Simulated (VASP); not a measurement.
TlAg3Te2, 6 atoms in the cell. Symmetry: Cmmm, No. 65, orthorhombic system. Conventional cell: a = 4.600 Å, b = 15.450 Å, c = 4.760 Å, α = 90.00°, β = 90.00°, γ = 90.00°. Within 4.0 Å of Tl (site symmetry mmm) lie 4 Te at 3.06 Å and 8 Ag at 3.31 to 3.67 Å. Ag (site symmetry mmm) has 4 Te at 3.00 Å and 4 Tl at 3.31 Å and 4 Ag at 3.72 Å within 4.0 Å. Ag (site symmetry m2m) has 4 Ag at 3.05 to 3.72 Å and 6 Te at 3.44 to 3.78 Å and 2 Tl at 3.67 Å within 4.0 Å. Te (site symmetry m2m) has 8 Ag at 3.00 to 3.78 Å and 2 Tl at 3.06 Å and 1 Te at 3.86 Å within 4.0 Å. 

| Quantity | Value |
| --- | --- |
| Program | VASP 6.6.1 |
| Task | electric field gradients |
| Functional | PBE |
| Potentials or basis | VASP PAW PBE potentials, release 64 (Tl_d, Ag, Te) |
| Cutoff | 520 eV |
| k mesh | 6 × 6 × 6 |
| Occupations | fermi-dirac, width 0.02 eV |
| Spin | no spin polarisation |
| Dipole correction | no |
| Further INCAR settings | ALGO = Normal; EDIFF = 1e-08; NBANDS = 38 |

Potentials or basis: VASP PAW PBE potentials, release 64 (Tl_d, Ag, Te).

The run is started by

```bash
$ cat potpaw_PBE.64/Tl_d/POTCAR potpaw_PBE.64/Ag/POTCAR potpaw_PBE.64/Te/POTCAR > POTCAR
$ mpirun -np 1 vasp_std > vasp.out
```

Hardware: 1 thread of Intel(R) Xeon(R) Platinum 8488C (Sapphire Rapids), on a shared host.

Problem. Estimate the wall time of this run.

Solution. Wall time 4.2 min on 1 thread of Intel(R) Xeon(R) Platinum 8488C (Sapphire Rapids), on a shared host, peak memory 0.54 GiB. Counts: scf iterations 16, k points 52.
